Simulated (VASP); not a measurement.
# Pt (P6_3/mmc) in VASP: notebook, part 2 of 2

VASP 6.6.1. Earlier steps stand in the parts before.

## 3. Vibrations by perturbation theory, LDA

This run uses another cell than the first one, of 14.65 Å³/atom.

INCAR

```
SYSTEM = Pt
PREC = Accurate
ENCUT = 520
EDIFF = 1E-8
ISMEAR = -1
SIGMA = 0.15
LREAL = .False.
LASPH = .True.
NELM = 100
ALGO = Normal
ISIF = 2
LWAVE = .False.
LCHARG = .False.
GGA = CA
NBANDS = 17
IBRION = 8
NSW = 1
```

KPOINTS

```
Automatic mesh
0
Gamma
  18 18 10
  0 0 0
```

POSCAR

```
Pt
1.0
    2.7076865919      0.0000000000      0.0000000000
   -1.3538432960      2.3449253741      0.0000000000
    0.0000000000      0.0000000000      4.6137825076
Pt
2
Direct
    0.6666666667      0.3333333333      0.7500000000
    0.3333333333      0.6666666667      0.2500000000
```

Potentials or basis: VASP PAW LDA potentials, release 64 (Pt).

Run with:

```
> cat potpaw_LDA.64/Pt/POTCAR > POTCAR
> mpirun -np 1 vasp_std > vasp.out
```

OUTCAR:

```text
SYSTEM = Pt
   PREC = Accurate
   ENCUT = 520
   EDIFF = 1E-8
   ISMEAR = -1
   LREAL = .False.
   LASPH = .True.
   NELM = 100
   ISIF = 2
   GGA = CA
   IBRION = 8
   NSW = 1

 ion  position               nearest neighbor table
   1  0.667  0.333  0.750-   2 2.79   2 2.79   2 2.79   2 2.79   2 2.79   2 2.79
   2  0.333  0.667  0.250-   1 2.79   1 2.79   1 2.79   1 2.79   1 2.79   1 2.79

  LATTYP: Found a hexagonal cell.
 ALAT       =     2.7076865919
 C/A-ratio  =     1.7039573640

  Lattice vectors:

 A1 = (   2.7076865919,   0.0000000000,   0.0000000000)
 A2 = (  -1.3538432960,   2.3449253741,   0.0000000000)
 A3 = (   0.0000000000,   0.0000000000,   4.6137825076)

Analysis of symmetry for initial positions (statically):
=====================================================================
 Subroutine PRICEL returns:
 Original cell was already a primitive cell.

 Routine SETGRP: Setting up the symmetry group for a
 hexagonal supercell.

 Subroutine GETGRP returns: Found 24 space group operations
 (whereof 12 operations were pure point group operations)
 out of a pool of 24 trial point group operations.

The static configuration has the point symmetry D_3d.
 The point group associated with its full space group is D_6h.

Analysis of symmetry for dynamics (positions and initial velocities):
=====================================================================
 Subroutine PRICEL returns:
 Original cell was already a primitive cell.

 Routine SETGRP: Setting up the symmetry group for a
 hexagonal supercell.
[... 667 lines left out ...]
 -----------------------------------------------------------------------------------
    total drift:                                0.000000     -0.000000      0.000000

  FREE ENERGIE OF THE ION-ELECTRON SYSTEM (eV)
  ---------------------------------------------------
  free  energy   TOTEN  =       -14.9940946358 eV

  energy  without entropy=      -14.7708135440  energy(sigma->0) =      -14.88245409

[... ionic steps 2 to 3 ...]

--------------------------------------- Ionic step        4  -------------------------------------------

------------------------ aborting loop because EDIFF is reached ----------------------------------------

[... ionic steps 5 to 5 ...]

--------------------------------------- Ionic step        6  -------------------------------------------

 Free energy of the ion-electron system (eV)
  ---------------------------------------------------
  ---------------------------------------------------
  free energy    TOTEN  =        -0.28258667 eV

  energy without entropy =       -0.28258667

------------------------ aborting loop because EDIFF is reached ----------------------------------------

 INTERNAL STRAIN TENSOR  FOR ION    1  DIRECTION 3   (eV/Angst):
 -----------------------------------------------------------------------------
     0.04534 -0.00000 -0.00000
    -0.00000  0.04534  0.00000
     0.00000  0.00000 -0.08359

 INTERNAL STRAIN TENSOR FOR ION    2 for displacements in x,y,z  (eV/Angst):
          X           Y           Z          XY          YZ          ZX
  --------------------------------------------------------------------------------
  x     0.00000    -0.00000    -0.00000    -0.92553     0.00000     0.00000
  y    -0.92553     0.92553     0.00000    -0.00000     0.00000     0.00000
  z    -0.00000    -0.00000    -0.00000     0.00000     0.00000    -0.00000

 SECOND DERIVATIVES (NOT SYMMETRIZED)
 ------------------------------------
               1X          1Y          1Z          2X          2Y          2Z
  1X    -0.628334    0.000000    0.000000    0.628334   -0.000000    0.000000
  1Y     0.000000   -0.628334    0.000000   -0.000000    0.628334    0.000000
  1Z     0.000000    0.000000  -13.640696    0.000000   -0.000000   13.640696
  2X     0.628334   -0.000000    0.000000   -0.628334    0.000000    0.000000
  2Y    -0.000000    0.628334    0.000000    0.000000   -0.628334    0.000000
  2Z     0.000000   -0.000000   13.640696    0.000000    0.000000  -13.640696

 Eigenvectors and eigenvalues of the dynamical matrix
 ----------------------------------------------------

   1 f  =    5.846253 THz    36.733091 2PiTHz  195.010010 cm-1    24.178149 meV
             X         Y         Z           dx          dy          dz
      1.353843  0.781642  3.460337     0.000000   -0.000000    0.707107
     -0.000000  1.563284  1.153446     0.000000   -0.000000   -0.707107
[... 21 lines left out ...]
   6 f/i=    0.000000 THz     0.000000 2PiTHz    0.000002 cm-1     0.000000 meV
             X         Y         Z           dx          dy          dz
      1.353843  0.781642  3.460337    -0.007137    0.226936    0.669664
     -0.000000  1.563284  1.153446    -0.007137    0.226936    0.669664

--------------------------------------------------------------------------------------------------------

 ELASTIC MODULI CONTR FROM IONIC RELAXATION (kBar)
 Direction    XX          YY          ZZ          XY          YZ          ZX
 --------------------------------------------------------------------------------
 XX         -74.5624     74.5624      0.0000      0.0000      0.0000     -0.0000
 YY          74.5624    -74.5624     -0.0000      0.0000     -0.0000      0.0000
 ZZ           0.0000     -0.0000     -0.0000     -0.0000      0.0000     -0.0000
 XY           0.0000      0.0000     -0.0000    -74.5624      0.0000     -0.0000
 YZ           0.0000     -0.0000      0.0000      0.0000     -0.0000      0.0000
 ZX          -0.0000      0.0000     -0.0000     -0.0000      0.0000     -0.0000
 --------------------------------------------------------------------------------
```

stdout:

```text
POSCAR found type information on POSCAR Pt
 POSCAR found :  1 types and       2 ions
 scaLAPACK will be used
 LDA part: xc-table for (Slater(with rela. corr.)+CA(PZ))
 , standard interpolation
 POSCAR, INCAR and KPOINTS ok, starting setup
 FFT: planning ... GRIDC
 FFT: planning ... GRID_SOFT
 FFT: planning ... GRID
 WAVECAR not read
 entering main loop
 Linear response reoptimize wavefunctions to high precision
 Linear response DOF=           2
 Linear response progress:
 first order change of Fermi-energy  -0.11105E-04
 force on displaced ion       1 direction 1 :  -0.628   0.001   0.000
 Linear response progress:
 first order change of Fermi-energy   0.20271E-03
 force on displaced ion       1 direction 3 :   0.000   0.000 -13.641
 Linear response finished
```

Wall time 7.7 min (1 thread of Intel Xeon Platinum 8559C (Emerald Rapids), shared host); peak memory 0.92 GiB.

Results:

| Quantity | Value |
| --- | --- |
| Highest phonon frequency at Γ | 195 cm⁻¹ |

Phonon frequencies in cm⁻¹ (negative: imaginary):
| q point | frequencies |
| --- | --- |
| (0.000, 0.000, 0.000) | 0 0 0 42 42 195 |

Caveat: the cell stands under pressure or tension, which shifts response properties; spin-orbit coupling is left out, which moves the levels of the heavy elements.

## 4. Elastic constants, LDA

This run uses another cell than the first one, of 14.65 Å³/atom.

INCAR

```
PREC = Accurate
ENCUT = 600
EDIFF = 1E-8
ISMEAR = -1
SIGMA = 0.15
LREAL = False
LASPH = True
NELM = 80
ALGO = Normal
ISIF = 3
LWAVE = False
LCHARG = True
IBRION = 6
NFREE = 2
POTIM = 0.015
NSW = 1
```

KPOINTS

```
Automatic mesh
0
Gamma
  18 18 10
```

POSCAR is that of step 3.

Potentials or basis: VASP PAW LDA potentials, release 64 (Pt).

Run with:

```
> cat potpaw_LDA.64/Pt/POTCAR > POTCAR
> mpirun -np 1 vasp_std > vasp.out
```

OUTCAR:

```text
PREC = Accurate
   ENCUT = 600
   EDIFF = 1E-8
   ISMEAR = -1
   LREAL = False
   LASPH = True
   NELM = 80
   ISIF = 3
   IBRION = 6
   NFREE = 2
   POTIM = 0.015
   NSW = 1

 ion  position               nearest neighbor table
   1  0.667  0.333  0.750-   2 2.79   2 2.79   2 2.79   2 2.79   2 2.79   2 2.79
   2  0.333  0.667  0.250-   1 2.79   1 2.79   1 2.79   1 2.79   1 2.79   1 2.79

[... 880 lines left out ...]
      1.353843  0.781642  3.460337     0.703679    0.017761    0.067230
     -0.000000  1.563284  1.153446     0.703679    0.017761    0.067230

   6 f/i=    0.000000 THz     0.000000 2PiTHz    0.000001 cm-1     0.000000 meV
             X         Y         Z           dx          dy          dz
      1.353843  0.781642  3.460337    -0.046578    0.628009    0.321613
     -0.000000  1.563284  1.153446    -0.046578    0.628009    0.321613

--------------------------------------------------------------------------------------------------------

 ELASTIC MODULI CONTR FROM IONIC RELAXATION (kBar)
 Direction    XX          YY          ZZ          XY          YZ          ZX
 --------------------------------------------------------------------------------
 XX        -124.0771    124.0771     -0.0000      0.0000     -0.0000      0.0000
 YY         124.0771   -124.0771      0.0000      0.0000      0.0000     -0.0000
 ZZ          -0.0000      0.0000     -0.0000     -0.0000     -0.0000      0.0000
 XY           0.0000      0.0000     -0.0000   -124.0771     -0.0000      0.0000
 YZ          -0.0000      0.0000     -0.0000     -0.0000     -0.0000      0.0000
 ZX           0.0000     -0.0000      0.0000      0.0000      0.0000     -0.0000
 --------------------------------------------------------------------------------

 TOTAL ELASTIC MODULI (kBar)
 Direction    XX          YY          ZZ          XY          YZ          ZX
 --------------------------------------------------------------------------------
 XX        4969.9147   2596.2273   2376.8752     -0.0000     -0.0000      0.0000
 YY        2596.2273   4969.9147   2376.8752     -0.0000      0.0000     -0.0000
 ZZ        2376.8752   2376.8752   4522.2774     -0.0000     -0.0000      0.0000
 XY          -0.0000     -0.0000     -0.0000   1186.8437      0.0000     -0.0000
 YZ           0.0000      0.0000     -0.0000      0.0000    376.9595     -0.0000
 ZX           0.0000      0.0000      0.0000     -0.0000     -0.0000    376.9598
 --------------------------------------------------------------------------------
```

OSZICAR:

```text
N       E                     dE             d eps       ncg     rms          rms(c)
DAV:   1     0.115297046152E+03    0.11530E+03   -0.11745E+04  6224   0.156E+03
DAV:   2    -0.137305484649E+02   -0.12903E+03   -0.12349E+03  6986   0.299E+02
DAV:   3    -0.158323218611E+02   -0.21018E+01   -0.20739E+01  7470   0.398E+01
[... 181 lines left out ...]
DAV:   4    -0.149926848911E+02    0.14512E-03   -0.66443E-04  9840   0.165E-01    0.194E-02
DAV:   5    -0.149926653624E+02    0.19529E-04   -0.66293E-05  9864   0.549E-02    0.696E-03
DAV:   6    -0.149926634096E+02    0.19528E-05   -0.14750E-05 11334   0.241E-02    0.129E-03
DAV:   7    -0.149926633615E+02    0.48125E-07   -0.73736E-07 10308   0.582E-03    0.410E-04
DAV:   8    -0.149926633586E+02    0.28406E-08   -0.23476E-08  9294   0.105E-03
  17 F= -.14992663E+02 E0= -.14880995E+02  d E =-.223336E+00
```

stdout:

```text
POSCAR found type information on POSCAR Pt
 POSCAR found :  1 types and       2 ions
 scaLAPACK will be used
 LDA part: xc-table for (Slater(with rela. corr.)+CA(PZ))
 , standard interpolation
 POSCAR, INCAR and KPOINTS ok, starting setup
 FFT: planning ... GRIDC
 FFT: planning ... GRID_SOFT
 FFT: planning ... GRID
 WAVECAR not read
 entering main loop
 Found     2 degrees of freedom:
 Adding 6 more for cell shape distortion
 Finite differences POTIM= 0.01500 DOF=   8
 bond charge predicted
 Finite differences progress:
 bond charge predicted
 Finite differences progress:
 bond charge predicted
 Finite differences progress:
 bond charge predicted
 Finite differences progress:
 bond charge predicted
 Finite differences progress:
 bond charge predicted
 Finite differences progress:
 bond charge predicted
 Finite differences progress:
 bond charge predicted
 Finite differences progress:
 bond charge predicted
 Finite differences progress:
 bond charge predicted
 Finite differences progress:
 bond charge predicted
 Finite differences progress:
 bond charge predicted
 Finite differences progress:
 bond charge predicted
 Finite differences progress:
 bond charge predicted
 Finite differences progress:
 bond charge predicted
 Finite differences progress:
 bond charge predicted
 Finite differences progress:
```

Wall time 39 min (1 thread of Oxide Virtual Turin-like, shared host); peak memory 0.8 GiB.

Results:

```
Voigt bulk modulus            : 324 GPa
Highest phonon frequency at Γ : 195 cm⁻¹
```

Phonon frequencies in cm⁻¹ (negative: imaginary):
```csv
q point,frequencies
"(0.000, 0.000, 0.000)",0 0 0 42 42 195
```

Elastic tensor in Voigt notation (GPa, in the Cartesian axes of the cell as first typed):
```
497 260 238   0   0   0
260 497 238   0   0   0
238 238 452   0   0   0
  0   0   0  38   0   0
  0   0   0   0  38   0
  0   0   0   0   0 119
```

Clamped-ion elastic tensor (GPa):
```
509 247 238   0   0   0
247 509 238   0   0   0
238 238 452   0   0   0
  0   0   0  38   0   0
  0   0   0   0  38   0
  0   0   0   0   0 131
```

Caveat: the cell is under stress, which shifts elastic constants; spin-orbit coupling is left out, which moves the levels of the heavy elements.
